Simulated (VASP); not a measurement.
# Bi3PO3 (Pm-3m) in VASP: single point with PBE

Aim: the single point of Bi3PO3 with PBE.

All numbers are computed with VASP 6.6.1; they aren't measurements. Logs are shortened: lines on timing, memory, paths and dates and some standing lists are left out, and cuts for length are marked.

### Step 1. The cell of the first run

It takes space group Pm-3m (No. 221, cubic). Conventional cell: a = 5.222 Å, b = 5.222 Å, c = 5.222 Å, α = 90.00°, β = 90.00°, γ = 90.00°. Bi (site symmetry 4/mmm) has 2 P at 2.61 Å and 4 O at 2.61 Å within 3.4 Å. P (site symmetry m-3m) has 6 Bi at 2.61 Å within 3.4 Å. Within 3.4 Å of O (site symmetry 4/mmm) lie 4 Bi at 2.61 Å.

### Step 2. Single point, PBE

INCAR reads:

```
SYSTEM = Bi3PO3
PREC = Accurate
ENCUT = 520
EDIFF = 1E-6
ISMEAR = 0
SIGMA = 0.1
LREAL = .FALSE.
LASPH = .TRUE.
NELM = 80
ALGO = Normal
ISIF = 2
LWAVE = .FALSE.
LCHARG = .FALSE.
GGA = PE
NBANDS = 43
```

KPOINTS reads:

```
Automatic mesh
0
G
  4 4 4
  0 0 0
```

POSCAR reads:

```
Bi3PO3
1.0
    5.2221426800      0.0000000000      0.0000000000
    0.0000000000      5.2221426800      0.0000000000
    0.0000000000      0.0000000000      5.2221426800
Bi P O
3 1 3
Direct
    0.5000000000      0.5000000000      0.0000000000
    0.0000000000      0.5000000000      0.5000000000
    0.5000000000      0.0000000000      0.5000000000
    0.5000000000      0.5000000000      0.5000000000
    0.5000000000      0.0000000000      0.0000000000
    0.0000000000      0.5000000000      0.0000000000
    0.0000000000      0.0000000000      0.5000000000
```

Potentials or basis: VASP PAW PBE potentials, release 64 (Bi_d, P, O).

On the command line:

```sh
> cat potpaw_PBE.64/Bi_d/POTCAR potpaw_PBE.64/P/POTCAR potpaw_PBE.64/O/POTCAR > POTCAR
> mpirun -np 1 vasp_std > vasp.out
```

OUTCAR:

```text
SYSTEM = Bi3PO3
   PREC = Accurate
   ENCUT = 520
   EDIFF = 1E-6
   ISMEAR = 0
   LREAL = .FALSE.
   LASPH = .TRUE.
   NELM = 80
   ISIF = 2
   GGA = PE

 ion  position               nearest neighbor table
   1  0.500  0.500  0.000-   4 2.61   5 2.61   6 2.61   4 2.61   5 2.61   6 2.61   3 3.69   3 3.69
                             3 3.69   2 3.69   3 3.69   2 3.69   2 3.69   2 3.69
   2  0.000  0.500  0.500-   4 2.61   6 2.61   7 2.61   6 2.61   7 2.61   4 2.61   3 3.69   3 3.69
                             1 3.69   1 3.69   3 3.69   1 3.69   1 3.69   3 3.69
   3  0.500  0.000  0.500-   4 2.61   5 2.61   7 2.61   5 2.61   4 2.61   7 2.61   2 3.69   1 3.69
                             2 3.69   1 3.69   1 3.69   2 3.69   1 3.69   2 3.69
   4  0.500  0.500  0.500-   1 2.61   2 2.61   3 2.61   1 2.61   3 2.61   2 2.61
   5  0.500  0.000  0.000-   1 2.61   3 2.61   3 2.61   1 2.61
   6  0.000  0.500  0.000-   1 2.61   2 2.61   2 2.61   1 2.61
   7  0.000  0.000  0.500-   2 2.61   3 2.61   2 2.61   3 2.61

  LATTYP: Found a simple cubic cell.
 ALAT       =     5.2221426800

  Lattice vectors:

 A1 = (   5.2221426800,   0.0000000000,   0.0000000000)
 A2 = (   0.0000000000,   5.2221426800,   0.0000000000)
 A3 = (   0.0000000000,   0.0000000000,   5.2221426800)

Analysis of symmetry for initial positions (statically):
=====================================================================
 Subroutine PRICEL returns:
 Original cell was already a primitive cell.

 Routine SETGRP: Setting up the symmetry group for a
 simple cubic supercell.

 Subroutine GETGRP returns: Found 48 space group operations
[... 9 lines left out ...]

 Routine SETGRP: Setting up the symmetry group for a
 simple cubic supercell.

 Subroutine GETGRP returns: Found 48 space group operations
[... 11 lines left out ...]
                                     Primitive cell

  volume of cell :     142.4119

  direct lattice vectors                    reciprocal lattice vectors
     5.222142680  0.000000000  0.000000000     0.191492278  0.000000000  0.000000000
     0.000000000  5.222142680  0.000000000     0.000000000  0.191492278  0.000000000
     0.000000000  0.000000000  5.222142680     0.000000000  0.000000000  0.191492278

  length of vectors
     5.222142680  5.222142680  5.222142680     0.191492278  0.191492278  0.191492278

  position of ions in fractional coordinates (direct lattice)
     0.500000000  0.500000000  0.000000000
     0.000000000  0.500000000  0.500000000
     0.500000000  0.000000000  0.500000000
     0.500000000  0.500000000  0.500000000
     0.500000000  0.000000000  0.000000000
     0.000000000  0.500000000  0.000000000
     0.000000000  0.000000000  0.500000000

  ion indices of the primitive-cell ions
   primitive index   ion index
                 1           1
                 2           2
                 3           3
                 4           4
                 5           5
                 6           6
                 7           7

----------------------------------------------------------------------------------------

 KPOINTS: Automatic mesh

Automatic generation of k-mesh.
 Grid dimensions read from file:
 generate k-points for:    4    4    4

 Generating k-lattice:

  Cartesian coordinates                     Fractional coordinates (reciprocal lattice)
     0.047873070  0.000000000  0.000000000     0.250000000  0.000000000  0.000000000
     0.000000000  0.047873070  0.000000000     0.000000000  0.250000000  0.000000000
     0.000000000  0.000000000  0.047873070     0.000000000  0.000000000  0.250000000

  Length of vectors
     0.047873070  0.047873070  0.047873070

  Shift w.r.t. Gamma in fractional coordinates (k-lattice)
     0.000000000  0.000000000  0.000000000

 Subroutine IBZKPT returns following result:
 ===========================================

 Found     10 irreducible k-points:

 Following reciprocal coordinates:
            Coordinates               Weight
  0.000000  0.000000  0.000000      1.000000
  0.250000  0.000000  0.000000      6.000000
  0.500000  0.000000  0.000000      3.000000
  0.250000  0.250000  0.000000     12.000000
  0.500000  0.250000  0.000000     12.000000
  0.500000  0.500000  0.000000      3.000000
  0.250000  0.250000  0.250000      8.000000
  0.500000  0.250000  0.250000     12.000000
  0.500000  0.500000  0.250000      6.000000
  0.500000  0.500000  0.500000      1.000000
   k-points           NKPTS =     10   k-points in BZ     NKDIM =     10   number of bands    NBANDS=     43
   number of dos      NEDOS =    301   number of ions     NIONS =      7
   total plane-waves  NPLWV =  64000
   dimension x,y,z NGX =    40 NGY =   40 NGZ =   40
   dimension x,y,z NGXF=    80 NGYF=   80 NGZF=   80
   ions per type =               3   1   3
   NGX,Y,Z   is equivalent  to a cutoff of  12.73, 12.73, 12.73 a.u.
   NGXF,Y,Z  is equivalent  to a cutoff of  25.47, 25.47, 25.47 a.u.
 SYSTEM =  Bi3PO3
   PREC   = accura    normal or accurate (medium, high low for compatibility)
   ISTART =      0    job   : 0-new  1-cont  2-samecut
   ICHARG =      2    charge: 1-file 2-atom 10-const
   ISPIN  =      1    spin polarized calculation?
   LNONCOLLINEAR =      F non collinear calculations
   LSORBIT =      F    spin-orbit coupling
   LASPH  =      T    aspherical Exc in radial PAW
   ENCUT  =  520.0 eV  38.22 Ry    6.18 a.u.   9.71  9.71  9.71*2*pi/ulx,y,z
   NELM   =     80;   NELMIN=  2; NELMDL= -5     # of ELM steps
   EDIFF  = 0.1E-05   stopping-criterion for ELM
   LREAL  =      F    real-space projection
   EDIFFG = 0.1E-04   stopping-criterion for IOM
   NSW    =      0    number of steps for IOM
   IBRION =     -1    ionic relax: 0-MD 1-quasi-New 2-CG
   NFREE  =      0    steps in history (QN), initial steepest desc. (CG)
   ISIF   =      2    stress and relaxation
   ISYM   =      2    0-nonsym 1-usesym 2-fastsym
   POTIM  = 0.5000    time-step for ionic-motion
   TEBEG  =    0.0;   TEEND  =   0.0 temperature during run
   PSTRESS=    0.0 pullay stress
   NELECT =      68.0000    total number of electrons
   NUPDOWN=      -1.0000    fix difference up-down
   EMIN   =  10.00;   EMAX   =-10.00  energy-range for DOS
   EFERMI =   0.00;   METHOD = LEGACY
   ISMEAR =     0;   SIGMA  =   0.10  broadening in eV -4-tet -1-fermi 0-gaus
   EFERMI_NEDOS =   21; number of points for ismear=-14 and -15
   IALGO  =     38    algorithm
   IMIX   =      4    mixing-type and parameters
     AMIX     =   0.40;   BMIX     =  1.00
     AMIX_MAG =   1.60;   BMIX_MAG =  1.00
  volume/ion in A,a.u.               =      20.34       137.29
  Fermi-wavevector in a.u.,A,eV,Ry     =   1.279565  2.418028 22.276642  1.637287
  Thomas-Fermi vector in A             =   2.412043
   LORBIT       =      0    0 simple, 1 ext, 2 COOP (PROOUT), +10 PAW based schemes
   GGA     = PE    functional components
   LHFCALC =     F    Hartree Fock is set to
   AEXX    =    0.0000 exact exchange contribution
   IVDW    =     0    specifies the selected vdW correction
   LEPSILON=     F    determine dielectric tensor
   LRPA    =     F    only Hartree local field effects (RPA)
 non-spin polarized calculation
 Gauss-broadening in eV      SIGMA  =   0.10
  energy-cutoff  :      520.00
  volume of cell :      142.41
 maximum number of plane-waves:      3887
 NGX is ok and might be reduce to    40
   NGX = 19   NGY = 19   NGZ = 19

 number of electron      67.9999980 magnetization

 Free energy of the ion-electron system (eV)
  ---------------------------------------------------
  ext. energy  EPLUGINS =         0.00000000
  ---------------------------------------------------
  free energy    TOTEN  =       -33.39020486 eV

  energy without entropy =      -33.38152471  energy(sigma->0) =      -33.38586479

 E-fermi :   5.6370     XC(G=0):  -9.8514

 val. band max:        5.4625793723   @ k =   0.5000   0.5000   0.0000
 cond. band min:       5.6841642222   @ k =   0.5000   0.5000   0.2500
 fundamental gap:      0.2215848499
 Fermi energy:         5.6370480360

 k-point     1 :       0.0000    0.0000    0.0000
  band No.  band energies     occupation
      1     -17.8174      2.00000
      2     -17.6686      2.00000
      3     -17.6686      2.00000
      4     -17.6686      2.00000
      5     -17.6290      2.00000
      6     -17.6290      2.00000
[... 35 lines left out ...]
     42      10.1962      0.00000
     43      10.1962      0.00000

 k-point     2 :       0.2500    0.0000    0.0000
  band No.  band energies     occupation
      1     -17.7907      2.00000
      2     -17.6677      2.00000
      3     -17.6493      2.00000
      4     -17.6493      2.00000
      5     -17.6465      2.00000
      6     -17.6255      2.00000
[... 35 lines left out ...]
     42      11.0501      0.00000
     43      12.2385      0.00000

 k-point     3 :       0.5000    0.0000    0.0000
  band No.  band energies     occupation
      1     -17.7527      2.00000
      2     -17.6756      2.00000
      3     -17.6669      2.00000
      4     -17.6228      2.00000
      5     -17.6022      2.00000
      6     -17.6022      2.00000
[... 35 lines left out ...]
     42      10.3568      0.00000
     43      13.4697      0.00000

 k-point     4 :       0.2500    0.2500    0.0000
  band No.  band energies     occupation
      1     -17.7671      2.00000
      2     -17.6535      2.00000
      3     -17.6529      2.00000
      4     -17.6450      2.00000
      5     -17.6445      2.00000
      6     -17.6276      2.00000
[... 35 lines left out ...]
     42      11.0235      0.00000
     43      11.9623      0.00000

 k-point     5 :       0.5000    0.2500    0.0000
  band No.  band energies     occupation
      1     -17.7313      2.00000
      2     -17.6806      2.00000
      3     -17.6493      2.00000
      4     -17.6437      2.00000
      5     -17.6018      2.00000
      6     -17.6014      2.00000
[... 35 lines left out ...]
     42      10.8374      0.00000
     43      12.2671      0.00000

 k-point     6 :       0.5000    0.5000    0.0000
  band No.  band energies     occupation
      1     -17.6859      2.00000
      2     -17.6859      2.00000
      3     -17.6849      2.00000
      4     -17.6180      2.00000
      5     -17.6006      2.00000
      6     -17.6006      2.00000
[... 35 lines left out ...]
     42       9.0134      0.00000
     43      13.2225      0.00000

 k-point     7 :       0.2500    0.2500    0.2500
  band No.  band energies     occupation
      1     -17.7488      2.00000
      2     -17.6579      2.00000
      3     -17.6579      2.00000
      4     -17.6392      2.00000
      5     -17.6303      2.00000
      6     -17.6303      2.00000
[... 35 lines left out ...]
     42      10.9251      0.00000
     43      10.9389      0.00000

 k-point     8 :       0.5000    0.2500    0.2500
  band No.  band energies     occupation
      1     -17.7191      2.00000
      2     -17.6852      2.00000
      3     -17.6593      2.00000
      4     -17.6349      2.00000
      5     -17.6052      2.00000
      6     -17.6032      2.00000
[... 35 lines left out ...]
     42      10.7468      0.00000
     43      10.7972      0.00000

 k-point     9 :       0.5000    0.5000    0.2500
  band No.  band energies     occupation
      1     -17.6906      2.00000
      2     -17.6902      2.00000
      3     -17.6902      2.00000
      4     -17.6053      2.00000
      5     -17.6053      2.00000
      6     -17.6053      2.00000
[... 35 lines left out ...]
     42       9.1839      0.00000
     43      10.5773      0.00000

 k-point    10 :       0.5000    0.5000    0.5000
  band No.  band energies     occupation
      1     -17.6949      2.00000
      2     -17.6949      2.00000
      3     -17.6949      2.00000
      4     -17.6060      2.00000
      5     -17.6060      2.00000
      6     -17.6060      2.00000
[... 35 lines left out ...]
     42       8.7227      0.00000
     43       8.7227      0.00000

------------------------ aborting loop because EDIFF is reached ----------------------------------------

  FORCE on cell =-STRESS in cart. coord.  units (eV):
  Direction    XX          YY          ZZ          XY          YZ          ZX
  --------------------------------------------------------------------------------------
  -------------------------------------------------------------------------------------
  Total        0.5308024      0.5308024      0.5308024      0.0000000      0.0000000     -0.0000000
  in kB        5.9716900      5.9716900      5.9716900      0.0000000      0.0000000     -0.0000000
  external PRESSURE =       5.9716900 kB  Pullay stress =       0.0000000 kB

 VOLUME and BASIS-vectors are now :
 -----------------------------------------------------------------------------
  energy-cutoff  :      520.00
  volume of cell :      142.41
      direct lattice vectors                 reciprocal lattice vectors
     5.222142680  0.000000000  0.000000000     0.191492278  0.000000000  0.000000000
     0.000000000  5.222142680  0.000000000     0.000000000  0.191492278  0.000000000
     0.000000000  0.000000000  5.222142680     0.000000000  0.000000000  0.191492278

 POSITION                                       TOTAL-FORCE (eV/Angst)
 -----------------------------------------------------------------------------------
      2.61107      2.61107      0.00000         0.000000      0.000000      0.000000
      0.00000      2.61107      2.61107         0.000000      0.000000      0.000000
      2.61107      0.00000      2.61107         0.000000      0.000000      0.000000
      2.61107      2.61107      2.61107         0.000000      0.000000      0.000000
      2.61107      0.00000      0.00000         0.000000      0.000000      0.000000
      0.00000      2.61107      0.00000         0.000000      0.000000      0.000000
      0.00000      0.00000      2.61107         0.000000      0.000000      0.000000
 -----------------------------------------------------------------------------------
    total drift:                               -0.000000      0.000000     -0.000000

  FREE ENERGIE OF THE ION-ELECTRON SYSTEM (eV)
  ---------------------------------------------------
  free  energy   TOTEN  =       -33.3902048631 eV

  energy  without entropy=      -33.3815247112  energy(sigma->0) =      -33.38586479
```

Wall time 1.9 min (1 thread of AMD EPYC 7R43 (Zen 3), shared host); peak memory 0.2 GiB.

Results:

* Free energy: -33.3902 eV
* Pressure: 0.6 GPa
* Band gap on the k mesh: zero (band 34 reaches 5.68 eV, above the bottom of band 35 at 5.46 eV)

Caveat: spin-orbit coupling is left out, which moves the levels of the heavy elements.
